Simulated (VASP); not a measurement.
Input of a VASP 6.6.1 run:

The input INCAR:

```
ALGO = Normal
EDIFF = 1E-7
ENCUT = 520
GGA = PS
ISIF = 2
ISMEAR = 0
LASPH = True
LCHARG = False
LREAL = False
LWAVE = False
NBANDS = 16
NELM = 80
PREC = Accurate
SIGMA = 0.15
```

The input KPOINTS:

```
k-points
0
Gamma
  16 16 16
```

The input POSCAR:

```
CoSi2
1.0
    0.0000000000      2.6562539604      2.6562539604
    2.6562539604      0.0000000000      2.6562539604
    2.6562539604      2.6562539604      0.0000000000
Co Si
1 2
Direct
    0.0000000000      0.0000000000      0.0000000000
    0.2581508152      0.2581508152      0.2581508152
    0.7418491848      0.7418491848      0.7418491848
```

Potentials or basis: VASP PAW PBE potentials, release 64 (Co, Si).

Command:

```sh
$ cat potpaw_PBE.64/Co/POTCAR potpaw_PBE.64/Si/POTCAR > POTCAR
$ mpirun -np 1 vasp_std > vasp.out
```

Predict the band gap on the k mesh.

zero (an odd number of electrons rules out a gap without spin polarisation).

Predict the largest force.

0.845 eV/Å.

Predict the pressure.

1.0 GPa.

Forces on the atoms (eV/Å):
```
Co   0.000  0.000  0.000
Si  -0.488 -0.488 -0.488
Si   0.488  0.488  0.488
```

Caveat: the cell differs from its parent crystal (atoms displaced along a vibrational mode); the PAW data sets were made with another functional, which shifts forces and pressure a little; the run has no spin polarisation, though such a crystal can be magnetic. Spin polarisation is off, so any magnetic state and its effect on volume and gap are missing.
